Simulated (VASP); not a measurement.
Wanted: the native input for a VASP 6.6.1 run.

* Task: single point
* Functional: PBEsol
* Potentials or basis: VASP PAW PBE potentials, release 64 (Rh_pv)
* Cutoff: 520 eV
* k mesh: 24 × 24 × 12
* Occupations: gaussian, width 0.1 eV
* Spin: no spin polarisation
* Dipole correction: no
* Further INCAR settings: ALGO = Fast; EDIFF = 1e-07; NBANDS = 22

The structure of Rh lies in POSCAR:

```
Rh
1.0
    2.6887360850      0.0000000000      0.0000000000
   -1.3443680425      2.3285137537      0.0000000000
    0.0000000000      0.0000000000      4.3290202437
Rh
2
Direct
    0.6666666667      0.3333333333      0.7500000000
    0.3333333333      0.6666666667      0.2500000000
```

One way to write it, as run:

INCAR

```
ALGO = Fast ; EDIFF = 1E-7
ENCUT = 520 ; GGA = PS
ISIF = 2 ; ISMEAR = 0
LASPH = T ; LCHARG = F
LREAL = F ; LWAVE = F
NBANDS = 22 ; NELM = 100
PREC = Accurate ; SIGMA = 0.1
```

KPOINTS

```
k-points
0
Gamma
  24 24 12
```

Potentials or basis: VASP PAW PBE potentials, release 64 (Rh_pv).

Command:

```console
$ cat potpaw_PBE.64/Rh_pv/POTCAR > POTCAR
$ mpirun -np 1 vasp_std > vasp.out
```

Results of the run:

* Pressure: -0.1 GPa
* Band gap on the k mesh: zero (band 15 reaches 12.79 eV, above the bottom of band 16 at 10.28 eV)

Caveat: the PAW data sets were made with another functional, which shifts forces and pressure a little.

It took 120 s on 1 thread of Intel(R) Xeon(R) 6975P-C (Granite Rapids), on a shared host, peak memory 0.29 GiB.
